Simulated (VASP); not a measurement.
Wanted: the native input for a VASP 6.6.1 run.

```yaml
Task: single point
Functional: PBE
Potentials_or_basis: VASP PAW PBE potentials, release 64 (Ga_d, P)
Cutoff: 520 eV
k_mesh: 8 × 8 × 9
Occupations: fermi-dirac, width 0.05 eV
Spin: no spin polarisation
Dipole_correction: no
Further_INCAR_settings: ALGO = Normal; EDIFF = 1e-06; NBANDS = 16
```

The structure of GaP lies in POSCAR:

```
GaP
1.0
    3.4566600000      0.0000000000      0.0000000000
    0.0000000000      3.4566600000      0.0000000000
    0.0000000000      0.0000000000      2.8025600000
Ga P
1 1
Direct
    0.0000000000      0.0000000000      0.0000000000
    0.5000000000      0.5000000000      0.5000000000
```

These files were run (other wordings do the same):

INCAR

```
SYSTEM = GaP
  PREC = Accurate
  ENCUT = 520
  EDIFF = 1E-6
  ISMEAR = -1
  SIGMA = 0.05
  LREAL = .False.
  LASPH = .True.
  NELM = 100
  ALGO = Normal
  ISIF = 2
  LWAVE = .False.
  LCHARG = .False.
  GGA = PE
  NBANDS = 16
```

KPOINTS

```
regular mesh
0
Gamma
  8 8 9
  0 0 0
```

Potentials or basis: VASP PAW PBE potentials, release 64 (Ga_d, P).

The run is started by

```console
$ cat potpaw_PBE.64/Ga_d/POTCAR potpaw_PBE.64/P/POTCAR > POTCAR
$ mpirun -np 1 vasp_std > vasp.out
```

It gave:

```
Pressure               : -0.2 GPa
Band gap on the k mesh : zero (band 9 reaches 9.70 eV, above the bottom of band 10 at 4.83 eV)
```

It took 23 s on 1 thread of Intel(R) Xeon(R) Platinum 8488C (Sapphire Rapids), with other jobs on the host, peak memory 0.17 GiB.
